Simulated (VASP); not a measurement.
Wanted: the native input for a VASP 6.6.1 run.

- Task: single point
- Functional: PBEsol
- Potentials or basis: VASP PAW PBE potentials, release 64 (Sn_d, O)
- Cutoff: 520 eV
- k mesh: 6 × 5 × 1
- Occupations: gaussian, width 0.1 eV
- Spin: no spin polarisation
- Dipole correction: yes
- Further INCAR settings: ALGO = Normal; EDIFF = 1e-07; NBANDS = 69

The structure of Sn8O lies in POSCAR:

```
Sn8O
1.0
    4.6255804186      0.0000000000      0.0000000000
    0.0000000000      6.5415585618      0.0000000000
    0.0000000000      0.0000000000     25.9383706279
Sn O
8 1
Direct
    0.5000000000      0.0000000000      0.3276998437
    0.0000000000      0.2500000000      0.3276998437
    0.0000000000      0.5000000000      0.4168646660
    0.5000000000      0.7500000000      0.4168646660
    0.5000000000     -0.0008212281      0.5077593930
    0.0000000000      0.2508212281      0.5077593930
    0.0000000000      0.5006201598      0.5966396219
    0.5000000000      0.7493798402      0.5966396219
    0.0000000000      1.0006201598      0.5486495218
```

One way to write it, as run:

INCAR

```
PREC = Accurate
ENCUT = 520
EDIFF = 1E-7
ISMEAR = 0
SIGMA = 0.1
LREAL = F
LASPH = T
NELM = 100
ALGO = Normal
ISIF = 2
LWAVE = F
LCHARG = T
LDIPOL = T
IDIPOL = 3
DIPOL = 0.5 0.5 0.472
GGA = PS
LELF = T
LVHAR = T
LVACPOTAV = T
NBANDS = 69
```

KPOINTS

```
regular mesh
0
Gamma
  6 5 1
```

Potentials or basis: VASP PAW PBE potentials, release 64 (Sn_d, O).

Command:

```console
$ cat potpaw_PBE.64/Sn_d/POTCAR potpaw_PBE.64/O/POTCAR > POTCAR
$ mpirun -np 1 vasp_std > vasp.out
```

It gave:

| Property | Result |
| --- | --- |
| Largest force | 2.184 eV/Å |
| Band gap on the k mesh | zero (bands 59 and 60 overlap by 0.11 eV) |

Caveat: the PAW data sets were made with another functional, which shifts forces and pressure a little; spin-orbit coupling is left out, which moves the levels of the heavy elements.

Run time: 16 min on 1 thread of AMD EPYC 9R45 96-Core Processor (Zen 5), on a shared host, peak memory 0.92 GiB.
